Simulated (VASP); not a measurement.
B2N3O:

```
B N O
1.0
     4.06783    0.00000    0.00000
     0.00000    4.06783    0.00000
     0.00000    0.00000    3.57147
B N O
2 3 1
Direct
  0.50000 0.00000 0.50000
  0.00000 0.50000 0.50000
  0.50000 0.00000 0.00000
  0.00000 0.50000 0.00000
  0.50000 0.50000 0.00000
  0.00000 0.00000 0.50000
```

The cell was generated, and may not be a known phase.

| Item | Value |
| --- | --- |
| Program | VASP 6.6.1 |
| Task | relaxation of cell and atoms |
| Functional | PBE |
| Potentials or basis | VASP PAW PBE potentials, release 64 (B, N, O) |
| Cutoff | 600 eV |
| k mesh | 4 × 4 × 6 |
| Occupations | gaussian, width 0.1 eV |
| Spin | collinear spin, ferromagnetic start |
| Starting moments | [0.0, 0.0, 1.0, 1.0, 1.0, 1.0] μB |

At the start: pressure -38.6 GPa; volume 9.85 Å³/atom.

Where does the relaxation end?

Over 8 steps the energy falls by 979.8 meV/atom and the volume is 8.18 Å³/atom (-16.9 %); space group P4/mmm (No. 123, to 0.1 Å) before and after; moment 0.00 μB per cell.

The path:
| step | energy change (eV) | largest force (eV/Å) | pressure (GPa) | volume (Å³) |
| --- | --- | --- | --- | --- |
| 1 | 0.0000 | 0.0000 | -38.58 | 59.10 |
| 2 | -5.1310 | 0.0000 | 25.46 | 40.58 |
| 3 | -5.2044 | 0.0000 | 11.97 | 41.89 |
| 4 | -5.5772 | 0.0000 | 22.36 | 43.33 |
| 5 | -5.5759 | 0.0000 | 22.88 | 43.37 |
| 6 | -5.8486 | 0.0000 | 6.54 | 47.09 |
| 7 | -5.8782 | 0.0000 | -0.83 | 49.40 |
| 8 | -5.8789 | 0.0000 | 0.00 | 49.11 |

Final structure:
```
B N O
1.0
     4.24143    0.00000    0.00000
     0.00000    4.24143    0.00000
     0.00000    0.00000    2.72985
B N O
2 3 1
Cartesian
  2.1207 0.0000 1.3649
  0.0000 2.1207 1.3649
  2.1207 0.0000 0.0000
  0.0000 2.1207 0.0000
  2.1207 2.1207 0.0000
  0.0000 0.0000 1.3649
```

Caveat: the k points lie up to 0.38 Å⁻¹ apart in the final cell; the volume moved by over 15 % at a fixed basis, so the end points are rough.
